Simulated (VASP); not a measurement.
# CsGaAg2 (R-3m) in VASP: a series of runs

CsGaAg2 is run at these levels: PBE; tasks: relaxation of cell and atoms, single point.

All numbers are computed with VASP 6.6.1; they aren't measurements. Logs are shortened: lines on timing, memory, paths and dates and some standing lists are left out, and cuts for length are marked.

**1. The cell of the first run**

It takes space group R-3m (No. 166, trigonal). Conventional cell: a = 4.036 Å, b = 4.036 Å, c = 21.303 Å, α = 90.00°, β = 90.00°, γ = 120.00°. Cs (site symmetry -3m) has 6 Ag at 3.32 Å and 6 Cs at 4.04 Å and 6 Ga at 4.25 Å within 4.4 Å. Ga (site symmetry -3m) has 6 Ag at 2.61 Å within 3.4 Å. Ag (site symmetry 3m) has 3 Ga at 2.61 Å and 3 Ag at 3.31 Å and 3 Cs at 3.32 Å within 3.4 Å.

**2. Relaxation of cell and atoms, PBE**

INCAR

```
SYSTEM = CsGaAg2
PREC = Accurate
ENCUT = 600
EDIFF = 1E-7
ISMEAR = 0
SIGMA = 0.1
LREAL = .False.
LASPH = .True.
NELM = 60
ALGO = Fast
ISIF = 3
LWAVE = .False.
LCHARG = .False.
GGA = PE
IBRION = 2
NSW = 90
EDIFFG = -0.04
```

KPOINTS

```
Automatic mesh
0
Gamma
  6 6 6
  0 0 0
```

POSCAR

```
CsGaAg2
1.0
    2.0179175388      1.1650452342      7.1008987032
   -2.0179175388      1.1650452342      7.1008987032
    0.0000000000     -2.3300904686      7.1008987032
Cs Ga Ag
1 1 2
Direct
    0.0000000000      0.0000000000      0.0000000000
    0.5000000000      0.5000000000      0.5000000000
    0.2220000000      0.2220000000      0.2220000000
    0.7780000000      0.7780000000      0.7780000000
```

Potentials or basis: VASP PAW PBE potentials, release 64 (Cs_sv, Ga_d, Ag).

Started as:

```
$ cat potpaw_PBE.64/Cs_sv/POTCAR potpaw_PBE.64/Ga_d/POTCAR potpaw_PBE.64/Ag/POTCAR > POTCAR
$ mpirun -np 1 vasp_std > vasp.out
```

OUTCAR:

```text
SYSTEM = CsGaAg2
   PREC = Accurate
   ENCUT = 600
   EDIFF = 1E-7
   ISMEAR = 0
   LREAL = .False.
   LASPH = .True.
   NELM = 60
   ISIF = 3
   GGA = PE
   IBRION = 2
   NSW = 90
   EDIFFG = -0.04

 ion  position               nearest neighbor table
   1  0.000  0.000  0.000-   4 3.32   4 3.32   3 3.32   3 3.32   4 3.32   3 3.32
   2  0.500  0.500  0.500-   3 2.61   3 2.61   4 2.61   4 2.61   3 2.61   4 2.61
   3  0.222  0.222  0.222-   2 2.61   2 2.61   2 2.61   4 3.31   4 3.31   4 3.31   1 3.32   1 3.32
                             1 3.32
   4  0.778  0.778  0.778-   2 2.61   2 2.61   2 2.61   3 3.31   3 3.31   3 3.31   1 3.32   1 3.32
                             1 3.32

  LATTYP: Found a trigonal (rhomboedric) cell.
 ALAT       =     7.4734251842
 COS(alpha) =     0.8541865978

  Lattice vectors:

 A1 = (   2.0179175388,   1.1650452342,   7.1008987032)
 A2 = (  -2.0179175388,   1.1650452342,   7.1008987032)
 A3 = (   0.0000000000,  -2.3300904686,   7.1008987032)

Analysis of symmetry for initial positions (statically):
=====================================================================
 Subroutine PRICEL returns:
 Original cell was already a primitive cell.

 Routine SETGRP: Setting up the symmetry group for a
 trigonal (rhombohedral) supercell.

 Subroutine GETGRP returns: Found 12 space group operations
 (whereof 12 operations were pure point group operations)
 out of a pool of 12 trial point group operations.

The static configuration has the point symmetry D_3d.

Analysis of symmetry for dynamics (positions and initial velocities):
=====================================================================
 Subroutine PRICEL returns:
 Original cell was already a primitive cell.

 Routine SETGRP: Setting up the symmetry group for a
 trigonal (rhombohedral) supercell.

 Subroutine GETGRP returns: Found 12 space group operations
 (whereof 12 operations were pure point group operations)
 out of a pool of 12 trial point group operations.

The dynamic configuration has the point symmetry D_3d.

 Subroutine INISYM returns: Found 12 space group operations
 (whereof 12 operations are pure point group operations),
 and found     1 'primitive' translations

----------------------------------------------------------------------------------------

                                     Primitive cell

  volume of cell :     100.1638

  direct lattice vectors                    reciprocal lattice vectors
     2.017917539  1.165045234  7.100898703     0.247780194  0.143055962  0.046942415
    -2.017917539  1.165045234  7.100898703    -0.247780194  0.143055962  0.046942415
     0.000000000 -2.330090469  7.100898703     0.000000000 -0.286111924  0.046942415

  length of vectors
[... 86 lines left out ...]
   EDIFF  = 0.1E-06   stopping-criterion for ELM
   LREAL  =      F    real-space projection
   EDIFFG = -.4E-01   stopping-criterion for IOM
   NSW    =     90    number of steps for IOM
   IBRION =      2    ionic relax: 0-MD 1-quasi-New 2-CG
   NFREE  =      1    steps in history (QN), initial steepest desc. (CG)
   ISIF   =      3    stress and relaxation
   ISYM   =      2    0-nonsym 1-usesym 2-fastsym
   POTIM  = 0.5000    time-step for ionic-motion
   TEBEG  =    0.0;   TEEND  =   0.0 temperature during run
   PSTRESS=    0.0 pullay stress
   NELECT =      44.0000    total number of electrons
   NUPDOWN=      -1.0000    fix difference up-down
   EMIN   =  10.00;   EMAX   =-10.00  energy-range for DOS
   EFERMI =   0.00;   METHOD = LEGACY
   ISMEAR =     0;   SIGMA  =   0.10  broadening in eV -4-tet -1-fermi 0-gaus
   EFERMI_NEDOS =   21; number of points for ismear=-14 and -15
   IALGO  =     68    algorithm
   IMIX   =      4    mixing-type and parameters
     AMIX     =   0.40;   BMIX     =  1.00
     AMIX_MAG =   1.60;   BMIX_MAG =  1.00
  volume/ion in A,a.u.               =      25.04       168.98
  Fermi-wavevector in a.u.,A,eV,Ry     =   1.244483  2.351731 21.071843  1.548737
  Thomas-Fermi vector in A             =   2.378747
   LORBIT       =      0    0 simple, 1 ext, 2 COOP (PROOUT), +10 PAW based schemes
   GGA     = PE    functional components
   LHFCALC =     F    Hartree Fock is set to
   AEXX    =    0.0000 exact exchange contribution
   IVDW    =     0    specifies the selected vdW correction
   LEPSILON=     F    determine dielectric tensor
   LRPA    =     F    only Hartree local field effects (RPA)
 conjugate gradient relaxation of ions
 non-spin polarized calculation
 RMM-DIIS sequential band-by-band and
 Gauss-broadening in eV      SIGMA  =   0.10
  energy-cutoff  :      600.00
  volume of cell :      100.16
 maximum number of plane-waves:      3360
   NGX = 29   NGY = 29   NGZ = 29

--------------------------------------- Ionic step        1  -------------------------------------------

 number of electron      44.0000002 magnetization

 Free energy of the ion-electron system (eV)
  ---------------------------------------------------
  ext. energy  EPLUGINS =         0.00000000
  ---------------------------------------------------
  free energy    TOTEN  =        -8.04418643 eV

  energy without entropy =       -8.02962085  energy(sigma->0) =       -8.03690364

 E-fermi :   5.3473     XC(G=0): -10.1055

 val. band max:        5.3454338071   @ k =   0.5000   0.3333   0.0000
 cond. band min:       5.3590406853   @ k =  -0.3333  -0.3333   0.1667
 fundamental gap:      0.0136068782
 Fermi energy:         5.3472519637

 k-point     1 :       0.0000    0.0000    0.0000
  band No.  band energies     occupation
      1     -17.5688      2.00000
      2      -9.5484      2.00000
      3      -9.5484      2.00000
      4      -9.4777      2.00000
      5      -9.4777      2.00000
      6      -9.4685      2.00000
[... 794 lines left out ...]
  FREE ENERGIE OF THE ION-ELECTRON SYSTEM (eV)
  ---------------------------------------------------
  free  energy   TOTEN  =        -8.4809764190 eV

  energy  without entropy=       -8.4704037795  energy(sigma->0) =       -8.47569010

[... ionic steps 4 to 12 ...]

--------------------------------------- Ionic step       13  -------------------------------------------

 number of electron      44.0000005 magnetization

------------------------ aborting loop because EDIFF is reached ----------------------------------------
[... 71 lines left out ...]
--------------------------------------- Ionic step       15  -------------------------------------------

 number of electron      44.0000003 magnetization

 Free energy of the ion-electron system (eV)
  ---------------------------------------------------
  ext. energy  EPLUGINS =         0.00000000
  ---------------------------------------------------
  free energy    TOTEN  =        -9.36724582 eV

  energy without entropy =       -9.36025009  energy(sigma->0) =       -9.36374795

 E-fermi :   3.7821     XC(G=0):  -8.7059

 val. band max:        3.5394740416   @ k =  -0.1667   0.1667   0.1667
 cond. band min:       3.8324180098   @ k =   0.3333  -0.0000   0.0000
 fundamental gap:      0.2929439682
 Fermi energy:         3.7820658502

 k-point     1 :       0.0000    0.0000    0.0000
  band No.  band energies     occupation
      1     -19.3840      2.00000
      2     -11.2949      2.00000
      3     -11.2451      2.00000
      4     -11.2451      2.00000
      5     -11.1992      2.00000
      6     -11.1992      2.00000
[... 718 lines left out ...]
  FREE ENERGIE OF THE ION-ELECTRON SYSTEM (eV)
  ---------------------------------------------------
  free  energy   TOTEN  =        -9.3672458211 eV

  energy  without entropy=       -9.3602500857  energy(sigma->0) =       -9.36374795

 reached required accuracy - stopping structural energy minimisation
```

Wall time 43 min (1 thread of Intel Xeon 6975P-C (Granite Rapids), shared host); peak memory 0.59 GiB.

What came out:

* Free energy: -9.3672 eV
* Relaxed volume: 32.39 Å³/atom
* Relaxed cell: a = 7.299 Å, b = 7.299 Å, c = 7.299 Å, α = 37.56°, β = 37.56°, γ = 37.56°
* Space group after relaxing (to 0.1 Å): R-3m (No. 166)
* Energy gained by relaxing: 330.8 meV/atom
* Ionic steps: 15
* Pressure after relaxing: 0.1 GPa
* Largest force after relaxing: 0.025 eV/Å
* Band gap on the k mesh: zero (bands 22 and 23 overlap by 2.26 eV)

Forces in eV/Å, atoms in the order of the input:
```
Cs   0.000  0.000  0.000
Ga   0.000  0.000  0.000
Ag   0.000  0.000  0.025
Ag   0.000  0.000 -0.025
```

The path:
```tsv
step	energy change (eV)	largest force (eV/Å)	pressure (GPa)	volume (Å³)
1	0.0000	0.6893	6.74	100.16
2	-0.4131	0.7699	1.00	116.21
3	-0.4368	0.7626	-1.34	129.58
4	-0.4513	0.7721	-0.63	124.51
5	-0.5313	0.7592	-0.69	124.63
6	-0.7502	0.6836	-0.73	124.87
7	-1.0837	0.6217	-0.56	124.71
8	-0.7465	0.7442	1.16	121.67
9	-1.1471	0.5683	-0.62	124.26
10	-1.1235	0.0039	0.11	123.01
11	-1.1843	0.3510	-0.35	123.77
12	-1.2709	0.0836	2.00	120.39
13	-1.2767	0.0009	1.43	121.01
14	-1.3184	0.0298	-0.28	132.63
15	-1.3231	0.0249	0.10	129.57
```

Final structure:
```
CELL_PARAMETERS angstrom
2.34949 1.35648 6.77595
-2.34949 1.35648 6.77595
0.00000 -2.71295 6.77595
ATOMIC_POSITIONS crystal
Cs 0.00000 0.00000 0.00000
Ga 0.50000 0.50000 0.50000
Ag 0.18044 0.18044 0.18044
Ag 0.81956 0.81956 0.81956
```

Levels at points of the mesh, in eV from the Fermi level:
| k point | band 20 | band 21 | band 22 | band 23 | band 24 | band 25 |
| --- | --- | --- | --- | --- | --- | --- |
| (0.00, 0.00, 0.00) | -4.17 | -1.02 | 0.23 | 1.45 | 2.90 | 2.90 |
| (0.50, 0.00, 0.00) | -4.01 | -3.26 | -0.50 | 0.11 | 1.37 | 1.41 |
| (0.50, 0.50, 0.00) | -4.02 | -3.03 | -0.34 | 0.24 | 0.73 | 1.74 |
| (0.50, 0.50, 0.50) | -4.16 | -2.22 | 1.68 | 1.68 | 2.55 | 2.55 |

Caveat: the volume moved by over 15 % at a fixed basis, so the end points are rough; spin-orbit coupling is left out, which moves the levels of the heavy elements.

**3. Single point, PBE**

This run uses another cell than the first one, of 32.56 Å³/atom.

INCAR

```
SYSTEM = CsGaAg2
  PREC = Accurate
  ENCUT = 520
  EDIFF = 1E-7
  ISMEAR = 0
  SIGMA = 0.1
  LREAL = .FALSE.
  LASPH = .TRUE.
  NELM = 60
  ALGO = Fast
  ISIF = 2
  LWAVE = .FALSE.
  LCHARG = .FALSE.
  GGA = PE
  NBANDS = 30
```

KPOINTS

```
regular mesh
0
G
  12 12 12
  0 0 0
```

POSCAR

```
CsGaAg2
1.0
    2.3649086100      1.3653806226      6.7214376961
   -2.3649086100      1.3653806226      6.7214376961
    0.0000000000     -2.7307612452      6.7214376961
Cs Ga Ag
1 1 2
Direct
    0.0000000000      0.0000000000      0.0000000000
    0.5000000000      0.5000000000      0.5000000000
    0.1801436562      0.1801436562      0.1801436562
    0.8198563438      0.8198563438      0.8198563438
```

Potentials or basis: VASP PAW PBE potentials, release 64 (Cs_sv, Ga_d, Ag).

Started as:

```
$ cat potpaw_PBE.64/Cs_sv/POTCAR potpaw_PBE.64/Ga_d/POTCAR potpaw_PBE.64/Ag/POTCAR > POTCAR
$ mpirun -np 1 vasp_std > vasp.out
```

Run time: 17 min. Hardware: 1 thread of Intel Xeon 6975P-C (Granite Rapids), shared host; peak memory 0.93 GiB.

It converged, with:

```yaml
Free_energy: -9.3646 eV
Pressure: 0.0 GPa
Largest_force: 0.006 eV/Å
Band_gap_on_the_k_mesh: zero (bands 22 and 23 overlap by 2.17 eV)
```

Forces on the atoms (eV/Å):
```
Cs   0.000  0.000  0.000
Ga   0.000  0.000  0.000
Ag   0.000  0.000 -0.006
Ag   0.000  0.000  0.006
```

Levels at points of the mesh, in eV from the Fermi level:
```csv
k point,band 18,band 19,band 20,band 21,band 22,band 23,band 24,band 25,band 26,band 27
"(0.00, 0.00, 0.00)",-4.24,-3.95,-3.95,-0.77,0.46,1.54,3.05,3.05,3.13,3.13
"(0.50, 0.00, 0.00)",-4.10,-3.93,-3.78,-3.04,-0.32,0.32,1.59,1.60,2.91,4.69
"(0.50, 0.50, 0.00)",-3.99,-3.96,-3.78,-2.81,-0.14,0.44,0.92,1.91,2.51,4.34
"(0.50, 0.50, 0.50)",-4.21,-3.94,-3.94,-2.00,1.77,1.94,2.68,2.68,4.03,4.03
```

Caveat: spin-orbit coupling is left out, which moves the levels of the heavy elements.
